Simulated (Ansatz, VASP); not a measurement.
**Two plane-wave programs on Pt**

```
CELL_PARAMETERS angstrom
-1.63175 1.63175 1.58422
1.63175 -1.63175 1.58422
1.63175 1.63175 -1.58422
ATOMIC_POSITIONS crystal
Pt 0.00000 0.00000 0.00000
```

Change from the starting cell: strain +0.030 along x and y, +0.000 along z, atoms carried along.

Alike in both runs: task single point; functional LDA; k mesh 22 × 22 × 22; occupations gaussian, width 0.15 eV; no spin polarisation.

```csv
,VASP,Ansatz
version,VASP 6.6.1,Ansatz 0.2.0
potentials or method,"VASP PAW LDA potentials, release 64 (Pt), cutoff 520 eV","scalar-relativistic, plane waves, PAW"
valence electrons in the cell,10,18
```

|  | VASP | Ansatz | Ansatz less VASP |
| --- | --- | --- | --- |
| gap on the k mesh at the Fermi level (eV) | none | none | - |
| pressure (GPa) | -25.7 | -26.1 | -0.47 |
| traceless stress, the component that is largest in VASP (GPa) | -1.70 | -1.73 | -0.034 |

LDA's correlation is that of Perdew and Zunger in VASP and of Perdew and Wang (1992) in Ansatz. A gap of «none» marks a metal or a gap that the smearing closes. VASP's potentials hold 10 valence electrons a cell and Ansatz's 18, so a difference there can come from the potentials and not from the codes.

Spin-orbit coupling is off throughout.
